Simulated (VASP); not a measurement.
# HfTaN2 (P4/mmm) in VASP: relaxation of volume and atoms at fixed shape with LDA

Aim: the relaxation of volume and atoms at fixed shape of HfTaN2 with LDA.

All numbers are computed with VASP 6.6.1; they aren't measurements. Logs are shortened: lines on timing, memory, paths and dates and some standing lists are left out, and cuts for length are marked.

## 1. The cell of the first run

It takes space group P4/mmm (No. 123, tetragonal). Conventional cell: a = 3.136 Å, b = 3.136 Å, c = 4.435 Å, α = 90.00°, β = 90.00°, γ = 90.00°. Within 2.9 Å of Hf (site symmetry 4/mmm) lie 6 N at 2.22 Å. Ta (site symmetry 4/mmm) has 6 N at 2.22 Å within 2.9 Å. N (site symmetry 4/mmm) has 2 Hf at 2.22 Å and 4 Ta at 2.22 Å within 2.9 Å. Within 2.9 Å of N (site symmetry 4/mmm) lie 4 Hf at 2.22 Å and 2 Ta at 2.22 Å.

## 2. Relaxation of volume and atoms at fixed shape, LDA

INCAR reads:

```
SYSTEM = HfTaN2
  PREC = Accurate
  ENCUT = 600
  EDIFF = 1E-7
  ISMEAR = -1
  SIGMA = 0.05
  LREAL = .False.
  LASPH = .True.
  NELM = 120
  ALGO = Normal
  ISIF = 8
  LWAVE = .False.
  LCHARG = .False.
  IBRION = 2
  NSW = 80
  EDIFFG = -0.02
  GGA_COMPAT = .False.
  NELMIN = 4
```

KPOINTS reads:

```
Automatic mesh
0
Gamma
  6 6 6
  0 0 0
```

POSCAR reads:

```
HfTaN2
1.0
    4.4350000000      0.0000000000      0.0000000000
    0.0000000000      4.4350000000      0.0000000000
    0.0000000000      0.0000000000      4.4350000000
Hf Ta N
2 2 4
Direct
    0.0000000000      0.0000000000      0.0000000000
    0.0000000000      0.5000000000      0.5000000000
    0.5000000000      0.0000000000      0.5000000000
    0.5000000000      0.5000000000      0.0000000000
    0.5000000000      0.5000000000      0.5000000000
    0.0000000000      0.0000000000      0.5000000000
    0.0000000000      0.5000000000      0.0000000000
    0.5000000000      0.0000000000      0.0000000000
```

Potentials or basis: VASP PAW LDA potentials, release 64 (Hf_pv, Ta_pv, N).

Launch:

```bash
cat potpaw_LDA.64/Hf_pv/POTCAR potpaw_LDA.64/Ta_pv/POTCAR potpaw_LDA.64/N/POTCAR > POTCAR
mpirun -np 1 vasp_std > vasp.out
```

OUTCAR:

```text
SYSTEM = HfTaN2
   PREC = Accurate
   ENCUT = 600
   EDIFF = 1E-7
   ISMEAR = -1
   LREAL = .False.
   LASPH = .True.
   NELM = 120
   ISIF = 8
   IBRION = 2
   NSW = 80
   EDIFFG = -0.02
   NELMIN = 4

 ion  position               nearest neighbor table
   1  0.000  0.000  0.000-   6 2.22   7 2.22   8 2.22   6 2.22   7 2.22   8 2.22   2 3.14   3 3.14
                             2 3.14   2 3.14   4 3.14   3 3.14   2 3.14   3 3.14   4 3.14   4 3.14
   2  0.000  0.500  0.500-   5 2.22   6 2.22   7 2.22   7 2.22   6 2.22   5 2.22   1 3.14   4 3.14
                             1 3.14   1 3.14   3 3.14   3 3.14   1 3.14   3 3.14   4 3.14   4 3.14
   3  0.500  0.000  0.500-   5 2.22   6 2.22   8 2.22   8 2.22   5 2.22   6 2.22   1 3.14   4 3.14
                             1 3.14   2 3.14   4 3.14   2 3.14   4 3.14   1 3.14   2 3.14   4 3.14
   4  0.500  0.500  0.000-   5 2.22   7 2.22   8 2.22   5 2.22   8 2.22   7 2.22   2 3.14   3 3.14
                             1 3.14   1 3.14   3 3.14   2 3.14   3 3.14   1 3.14   2 3.14   3 3.14
   5  0.500  0.500  0.500-   2 2.22   3 2.22   4 2.22   4 2.22   3 2.22   2 2.22
   6  0.000  0.000  0.500-   1 2.22   2 2.22   3 2.22   1 2.22   2 2.22   3 2.22
   7  0.000  0.500  0.000-   1 2.22   2 2.22   4 2.22   2 2.22   1 2.22   4 2.22
   8  0.500  0.000  0.000-   1 2.22   3 2.22   4 2.22   3 2.22   4 2.22   1 2.22

  LATTYP: Found a simple cubic cell.
 ALAT       =     4.4350000000

  Lattice vectors:

 A1 = (   4.4350000000,   0.0000000000,   0.0000000000)
 A2 = (   0.0000000000,   4.4350000000,   0.0000000000)
 A3 = (   0.0000000000,   0.0000000000,   4.4350000000)

Analysis of symmetry for initial positions (statically):
=====================================================================
 Subroutine PRICEL returns following result:

  LATTYP: Found a simple tetragonal cell.
 ALAT       =     3.1360185746
 C/A-ratio  =     1.4142135624

  Lattice vectors:

 A1 = (   0.0000000000,   2.2175000000,  -2.2175000000)
 A2 = (   0.0000000000,   2.2175000000,   2.2175000000)
 A3 = (   4.4350000000,   0.0000000000,   0.0000000000)

   2 primitive cells build up your supercell.

 Routine SETGRP: Setting up the symmetry group for a
 simple cubic supercell.

 Subroutine GETGRP returns: Found 16 space group operations
 (whereof 16 operations were pure point group operations)
 out of a pool of 48 trial point group operations.

The static configuration has the point symmetry D_4h.

Analysis of symmetry for dynamics (positions and initial velocities):
=====================================================================
 Subroutine PRICEL returns following result:

  LATTYP: Found a simple tetragonal cell.
 ALAT       =     3.1360185746
 C/A-ratio  =     1.4142135624

  Lattice vectors:

 A1 = (   0.0000000000,   2.2175000000,  -2.2175000000)
 A2 = (   0.0000000000,   2.2175000000,   2.2175000000)
 A3 = (   4.4350000000,   0.0000000000,   0.0000000000)

   2 primitive cells build up your supercell.

 Routine SETGRP: Setting up the symmetry group for a
 simple cubic supercell.

 Subroutine GETGRP returns: Found 16 space group operations
 (whereof 16 operations were pure point group operations)
 out of a pool of 48 trial point group operations.

The dynamic configuration has the point symmetry D_4h.

 Subroutine INISYM returns: Found 16 space group operations
 (whereof 16 operations are pure point group operations),
 and found     2 'primitive' translations

----------------------------------------------------------------------------------------

                                     Primitive cell

  volume of cell :      43.6165

  direct lattice vectors                    reciprocal lattice vectors
     0.000000000  2.217500000 -2.217500000     0.000000000  0.225479143 -0.225479143
     0.000000000  2.217500000  2.217500000     0.000000000  0.225479143  0.225479143
     4.435000000  0.000000000  0.000000000     0.225479143  0.000000000  0.000000000

  length of vectors
     3.136018575  3.136018575  4.435000000     0.318875662  0.318875662  0.225479143

  position of ions in fractional coordinates (direct lattice)
     0.000000000  0.000000000  0.000000000
     0.500000000  0.500000000  0.500000000
     0.000000000  0.000000000  0.500000000
     0.500000000  0.500000000  0.000000000

  ion indices of the primitive-cell ions
   primitive index   ion index
                 1           1
                 2           3
                 3           8
                 4           6

----------------------------------------------------------------------------------------

 KPOINTS: Automatic mesh

Automatic generation of k-mesh.
 Grid dimensions read from file:
 generate k-points for:    6    6    6

 Generating k-lattice:

  Cartesian coordinates                     Fractional coordinates (reciprocal lattice)
     0.037579857  0.000000000  0.000000000     0.166666667  0.000000000  0.000000000
     0.000000000  0.037579857  0.000000000     0.000000000  0.166666667  0.000000000
     0.000000000  0.000000000  0.037579857     0.000000000  0.000000000  0.166666667

  Length of vectors
     0.037579857  0.037579857  0.037579857

  Shift w.r.t. Gamma in fractional coordinates (k-lattice)
     0.000000000  0.000000000  0.000000000

 Subroutine IBZKPT returns following result:
 ===========================================

 Found     40 irreducible k-points:

 Following reciprocal coordinates:
            Coordinates               Weight
  0.000000  0.000000  0.000000      1.000000
  0.166667  0.000000  0.000000      2.000000
  0.000000  0.166667  0.000000      4.000000
  0.333333  0.000000  0.000000      2.000000
  0.000000  0.333333  0.000000      4.000000
  0.500000  0.000000  0.000000      1.000000
[... 16 lines left out ...]
  0.166667  0.166667  0.166667      8.000000
  0.333333  0.166667  0.166667      8.000000
 [... further k-points ...]
   k-points           NKPTS =     40   k-points in BZ     NKDIM =     40   number of bands    NBANDS=     37
   number of dos      NEDOS =    301   number of ions     NIONS =      8
   total plane-waves  NPLWV =  46656
   dimension x,y,z NGX =    36 NGY =   36 NGZ =   36
   dimension x,y,z NGXF=    72 NGYF=   72 NGZF=   72
   ions per type =               2   2   4
   NGX,Y,Z   is equivalent  to a cutoff of  13.49, 13.49, 13.49 a.u.
   NGXF,Y,Z  is equivalent  to a cutoff of  26.99, 26.99, 26.99 a.u.
 SYSTEM =  HfTaN2
   PREC   = accura    normal or accurate (medium, high low for compatibility)
   ISTART =      0    job   : 0-new  1-cont  2-samecut
   ICHARG =      2    charge: 1-file 2-atom 10-const
   ISPIN  =      1    spin polarized calculation?
   LNONCOLLINEAR =      F non collinear calculations
   LSORBIT =      F    spin-orbit coupling
   LASPH  =      T    aspherical Exc in radial PAW
   ENCUT  =  600.0 eV  44.10 Ry    6.64 a.u.   8.86  8.86  8.86*2*pi/ulx,y,z
   NELM   =    120;   NELMIN=  4; NELMDL= -5     # of ELM steps
   EDIFF  = 0.1E-06   stopping-criterion for ELM
   LREAL  =      F    real-space projection
   EDIFFG = -.2E-01   stopping-criterion for IOM
   NSW    =     80    number of steps for IOM
   IBRION =      2    ionic relax: 0-MD 1-quasi-New 2-CG
   NFREE  =      1    steps in history (QN), initial steepest desc. (CG)
   ISIF   =      8    stress and relaxation
   ISYM   =      2    0-nonsym 1-usesym 2-fastsym
   POTIM  = 0.5000    time-step for ionic-motion
   TEBEG  =    0.0;   TEEND  =   0.0 temperature during run
   PSTRESS=    0.0 pullay stress
   NELECT =      62.0000    total number of electrons
   NUPDOWN=      -1.0000    fix difference up-down
   EMIN   =  10.00;   EMAX   =-10.00  energy-range for DOS
   EFERMI =   0.00;   METHOD = LEGACY
   ISMEAR =    -1;   SIGMA  =   0.05  broadening in eV -4-tet -1-fermi 0-gaus
   EFERMI_NEDOS =   21; number of points for ismear=-14 and -15
   IALGO  =     38    algorithm
   IMIX   =      4    mixing-type and parameters
     AMIX     =   0.40;   BMIX     =  1.00
     AMIX_MAG =   1.60;   BMIX_MAG =  1.00
  volume/ion in A,a.u.               =      10.90        73.58
  Fermi-wavevector in a.u.,A,eV,Ry     =   1.460983  2.760857 29.041238  2.134471
  Thomas-Fermi vector in A             =   2.577368
   LORBIT       =      0    0 simple, 1 ext, 2 COOP (PROOUT), +10 PAW based schemes
   GGA     = CA    functional components
   LHFCALC =     F    Hartree Fock is set to
   AEXX    =    0.0000 exact exchange contribution
   IVDW    =     0    specifies the selected vdW correction
   LEPSILON=     F    determine dielectric tensor
   LRPA    =     F    only Hartree local field effects (RPA)
 conjugate gradient relaxation of ions
 non-spin polarized calculation
  energy-cutoff  :      600.00
  volume of cell :       87.23
 maximum number of plane-waves:      2945
 NGX is ok and might be reduce to    36
   NGX = 17   NGY = 17   NGZ = 17

--------------------------------------- Ionic step        1  -------------------------------------------

 number of electron      62.0000014 magnetization

 Free energy of the ion-electron system (eV)
  ---------------------------------------------------
  ext. energy  EPLUGINS =         0.00000000
  ---------------------------------------------------
  free energy    TOTEN  =       -96.10304232 eV

  energy without entropy =      -96.08311856  energy(sigma->0) =      -96.09308044

------------------------ aborting loop because EDIFF is reached ----------------------------------------

  FORCE on cell =-STRESS in cart. coord.  units (eV):
  Direction    XX          YY          ZZ          XY          YZ          ZX
  --------------------------------------------------------------------------------------
  -------------------------------------------------------------------------------------
  Total       -3.1668695     -3.8850137     -3.8850137      0.0000000      0.0000000      0.0000000
  in kB      -58.1647515    -71.3546477    -71.3546477      0.0000000      0.0000000      0.0000000
  external PRESSURE =     -66.9580157 kB  Pullay stress =       0.0000000 kB
[... 69 lines left out ...]
  energy  without entropy=      -95.9229900880  energy(sigma->0) =      -95.93212054

--------------------------------------- Ionic step        3  -------------------------------------------

 number of electron      62.0000022 magnetization

 Free energy of the ion-electron system (eV)
  ---------------------------------------------------
  ext. energy  EPLUGINS =         0.00000000
  ---------------------------------------------------
  free energy    TOTEN  =       -96.14089417 eV

  energy without entropy =      -96.12152140  energy(sigma->0) =      -96.13120778

 E-fermi :   9.1591     XC(G=0): -13.5058

 val. band max:        9.1437458302   @ k =   0.0000   0.3333   0.3333
 cond. band min:       9.1877592877   @ k =   0.3333   0.3333   0.1667
 fundamental gap:      0.0440134575
 Fermi energy:         9.1591363476

 k-point     1 :       0.0000    0.0000    0.0000
  band No.  band energies     occupation
      1     -26.8524      2.00000
      2     -26.8524      2.00000
      3     -26.6824      2.00000
      4     -26.5632      2.00000
      5     -26.4785      2.00000
      6     -26.4785      2.00000
[... 949 lines left out ...]
     36      11.8384      0.00000
     37      11.9134      0.00000

 [... further k-points ...]

------------------------ aborting loop because EDIFF is reached ----------------------------------------

  FORCE on cell =-STRESS in cart. coord.  units (eV):
  Direction    XX          YY          ZZ          XY          YZ          ZX
  --------------------------------------------------------------------------------------
  -------------------------------------------------------------------------------------
  Total        0.3950710     -0.2946808     -0.2946808      0.0000000     -0.0000000     -0.0000000
  in kB        7.4046570     -5.5230839     -5.5230839      0.0000000     -0.0000000     -0.0000000
  external PRESSURE =      -1.2138369 kB  Pullay stress =       0.0000000 kB
[... 23 lines left out ...]
  FREE ENERGIE OF THE ION-ELECTRON SYSTEM (eV)
  ---------------------------------------------------
  free  energy   TOTEN  =       -96.1408941687 eV

  energy  without entropy=      -96.1215213956  energy(sigma->0) =      -96.13120778

 reached required accuracy - stopping structural energy minimisation
```

It took 7.9 min on 1 thread of Oxide Virtual Turin-like, shared host; peak memory 0.25 GiB.

What came out:

```
Free energy                           : -96.1409 eV
Relaxed volume                        : 10.69 Å³/atom
Relaxed cell                          : a = 4.405 Å, b = 4.405 Å, c = 4.405 Å, α = 90.00°, β = 90.00°, γ = 90.00°
Space group after relaxing (to 0.1 Å) : P4/mmm (No. 123)
Energy gained by relaxing             : 4.7 meV/atom
Ionic steps                           : 3
Pressure after relaxing               : -0.1 GPa
Band gap on the k mesh                : zero (bands 31 and 32 overlap by 3.82 eV)
```

Step by step:
```tsv
step	energy change (eV)	largest force (eV/Å)	pressure (GPa)	volume (Å³)
1	0.0000	0.0000	-6.70	87.23
2	0.1618	0.0000	17.32	81.61
3	-0.0379	0.0000	-0.12	85.48
```

Final structure:
```yaml
crystal:
  lattice:
    - [4.40515, 0.00000, 0.00000]
    - [0.00000, 4.40515, 0.00000]
    - [0.00000, 0.00000, 4.40515]
  atoms:
    - { symbol: Hf, position: [0.00000, 0.00000, 0.00000] }
    - { symbol: Hf, position: [0.00000, 0.50000, 0.50000] }
    - { symbol: Ta, position: [0.50000, 0.00000, 0.50000] }
    - { symbol: Ta, position: [0.50000, 0.50000, 0.00000] }
    - { symbol: N, position: [0.50000, 0.50000, 0.50000] }
    - { symbol: N, position: [0.00000, 0.00000, 0.50000] }
    - { symbol: N, position: [0.00000, 0.50000, 0.00000] }
    - { symbol: N, position: [0.50000, 0.00000, 0.00000] }
```

Levels at points of the mesh, in eV from the Fermi level:
| k point | band 26 | band 27 | band 28 | band 29 | band 30 | band 31 | band 32 | band 33 | band 34 | band 35 |
| --- | --- | --- | --- | --- | --- | --- | --- | --- | --- | --- |
| (0.00, 0.00, 0.00) | -4.08 | -4.08 | -4.02 | -3.44 | -3.39 | -3.39 | -1.43 | -1.43 | -1.23 | 0.61 |
| (0.50, 0.00, 0.00) | -4.55 | -4.30 | -4.30 | -4.03 | -2.85 | 0.04 | 0.04 | 0.95 | 0.95 | 0.99 |
| (0.00, 0.50, 0.00) | -4.42 | -4.35 | -4.35 | -3.49 | -3.49 | 0.28 | 0.28 | 0.32 | 0.32 | 1.72 |
| (0.50, 0.50, 0.00) | -6.32 | -5.79 | -5.79 | 0.62 | 0.62 | 0.72 | 0.72 | 1.88 | 1.88 | 1.94 |
| (0.00, 0.50, 0.50) | -6.05 | -6.04 | -6.04 | 0.49 | 0.49 | 0.81 | 0.81 | 1.70 | 1.70 | 1.79 |
| (0.50, 0.50, 0.50) | -6.86 | -6.84 | -6.84 | 1.98 | 1.98 | 2.04 | 2.04 | 2.15 | 2.15 | 3.50 |

Caveat: spin-orbit coupling is left out, which moves the levels of the heavy elements.

The gap in the log of VASP goes by the Fermi energy; the results here count the filled bands.